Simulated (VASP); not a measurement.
Runs of VASP 6.6.1 on Rh. The structure is that of space group Fm-3m (No. 225), or close to it. The cells are those of the table. 

```csv
level,potentials or basis,cell,k mesh,smearing,gap on the mesh (eV),pressure (GPa)
LDA,"VASP PAW LDA potentials, release 64 (Rh_pv)","a = 2.759 Å, angles 60.0°, 1 atom",18 × 18 × 18,gaussian 0.1 eV,none,-26.7
PBE,"VASP PAW PBE potentials, release 64 (Rh_pv)","a = 2.638 Å, angles 60.0°, 1 atom",18 × 18 × 18,gaussian 0.1 eV,none,24.7
PBE,"VASP PAW PBE potentials, release 64 (Rh_pv)","a = 2.618 Å, angles 60.0°, 1 atom",18 × 18 × 18,gaussian 0.1 eV,none,34.3
PBE,"VASP PAW PBE potentials, release 64 (Rh_pv)","a = 2.766, b = 2.800, c = 2.778 Å, angles 60.1, 61.2, 59.1°, 1 atom",16 × 16 × 16,gaussian 0.1 eV,none,(c)
PBE,"VASP PAW PBE potentials, release 64 (Rh_pv)","a = 2.678 Å, angles 60.0°, 1 atom",18 × 18 × 18,gaussian 0.1 eV,none,(a)
PBE,"VASP PAW PBE potentials, release 64 (Rh_pv)","a = 2.741, b = 2.719, c = 2.749 Å, angles 60.2, 60.4, 61.0°, 1 atom",16 × 16 × 16,gaussian 0.1 eV,none,-9.7
PBE,"VASP PAW PBE potentials, release 64 (Rh_pv)","a = 2.708 Å, angles 60.0°, 1 atom",18 × 18 × 18,gaussian 0.1 eV,none,(b)
PBE,"VASP PAW PBE potentials, release 64 (Rh_pv)","a = 2.784 Å, angles 60.0°, 1 atom",18 × 18 × 18,gaussian 0.1 eV,none,-17.1
PBE,"VASP PAW PBE potentials, release 64 (Rh_pv)","a = 2.592, b = 2.608 Å, angles 61.2, 60.4, 61.2°, 1 atom",16 × 16 × 16,gaussian 0.1 eV,none,35.9
PBE,"VASP PAW PBE potentials, release 64 (Rh_pv)","a = 2.708 Å, angles 60.0°, 1 atom",16 × 16 × 16,gaussian 0.15 eV,none,0.2
```

Alike in all rows: task single point; no spin polarisation; cutoff (eV) 520.

**Question.** Estimate the missing entries.

**Answer.** (a) 9.6; (b) 0.1; (c) -16.7.

A k mesh can miss the band edges, and the runs leave out spin-orbit coupling on Rh.

A gap of «none» marks levels without a gap at the run's occupations.
